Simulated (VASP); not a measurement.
Rb, 1 atom in the cell. Symmetry: Im-3m, No. 229, cubic system. Conventional cell: a = 5.605 Å, b = 5.605 Å, c = 5.605 Å, α = 90.00°, β = 90.00°, γ = 90.00°. 

- Program: VASP 6.6.1
- Task: relaxation of cell and atoms
- Functional: PBEsol
- Potentials or basis: VASP PAW PBE potentials, release 64 (Rb_sv)
- Cutoff: 600 eV
- k mesh: 7 × 7 × 7
- Occupations: fermi-dirac, width 0.05 eV
- Spin: no spin polarisation
- Dipole correction: no
- Further INCAR settings: ALGO = Normal; EDIFF = 1e-06; IBRION = 2; EDIFFG = -0.01; NSW = 60; ISIF = 3

Potentials or basis: VASP PAW PBE potentials, release 64 (Rb_sv).

Command:

```bash
$ cat potpaw_PBE.64/Rb_sv/POTCAR > POTCAR
$ mpirun -np 1 vasp_std > vasp.out
```

Hardware: 1 thread of Intel Xeon 8259CL, with other jobs on the host.

Problem. Estimate the wall time of this run.

Solution. It took 53 s on 1 thread of Intel Xeon 8259CL, with other jobs on the host, peak memory 0.24 GiB. Counts: scf iterations 22, k points 20, ion steps 3.
